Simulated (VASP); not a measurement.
Input of a VASP 6.6.1 run:

INCAR

```
SYSTEM = Cu16NO
PREC = Accurate
ENCUT = 520
EDIFF = 1E-6
ISMEAR = -1
SIGMA = 0.1
LREAL = Auto
LASPH = .TRUE.
NELM = 80
ALGO = Normal
ISIF = 2
LWAVE = .FALSE.
LCHARG = .FALSE.
GGA = PS
NBANDS = 108
```

File KPOINTS:

```
Automatic mesh
0
G
  3 3 1
  0 0 0
```

POSCAR

```
Cu16NO
1.0
    5.1053110000      0.0000000000      0.0000000000
    2.5526550000      4.4213290000      0.0000000000
    0.0000000000      0.0000000000     17.2527030000
Cu N O
16 1 1
Direct
    0.0000000000      0.0000000000      0.0579619321
    0.5000087164      0.0000000000      0.0579619321
   -0.0000094012      0.5000080293      0.0579619321
    0.4999993152      0.5000080293      0.0579619321
    0.1279467955      0.1606530525      0.1690923445
    0.6633487650      0.1396186531      0.1866606062
    0.1759256059      0.6614074637      0.1673534866
    0.7015008544      0.6358947728      0.1729931826
   -0.1645051214      0.3074641132      0.2842742960
    0.2795241704      0.2891664475      0.3059114853
   -0.1452655446      0.8161799314      0.3067461371
    0.3286209432      0.8103671995      0.2886678105
   -0.0546364624      0.0537621154      0.4125266632
    0.5025317858     -0.0123718457      0.4080404097
   -0.0025042288      0.5439767093      0.4322742935
    0.4844632667      0.5066349959      0.3946396110
    0.1136562229      0.1994196768      0.4867643059
    0.1410799353      0.2346353325      0.5549217418
```

Potentials or basis: VASP PAW PBE potentials, release 64 (Cu, N, O).

Run with:

```sh
$ cat potpaw_PBE.64/Cu/POTCAR potpaw_PBE.64/N/POTCAR potpaw_PBE.64/O/POTCAR > POTCAR
$ mpirun -np 1 vasp_std > vasp.out
```

**Question.** What does it give for the largest force?

**Answer.** 2.384 eV/Å.

Forces on the atoms (eV/Å):
```
Cu  -0.408  0.023 -0.631
Cu   0.046  0.013  0.270
Cu   0.035 -0.076 -0.629
Cu   0.141 -0.272 -0.114
Cu   1.592 -0.529  0.641
Cu  -1.065  0.017 -0.971
Cu  -0.137 -0.522  1.151
Cu  -0.779  1.080  0.477
Cu  -0.664  0.720  0.933
Cu   1.461  1.052 -1.563
Cu  -0.541 -0.407 -0.989
Cu   0.194 -0.061 -0.916
Cu   0.814 -0.649  0.403
Cu  -0.586 -0.070  1.463
Cu  -0.111  0.621 -1.132
Cu  -0.097  0.157  0.832
N    0.149 -0.791 -0.404
O   -0.045 -0.304  1.177
```

Caveat: the k points lie up to 0.47 Å⁻¹ apart; the standard files for N, O and F lose accuracy on very short bonds; the PAW data sets were made with another functional, which shifts forces and pressure a little; an odd number of electrons without spin polarisation forces a metal; a magnetic or distorted state may lie lower.
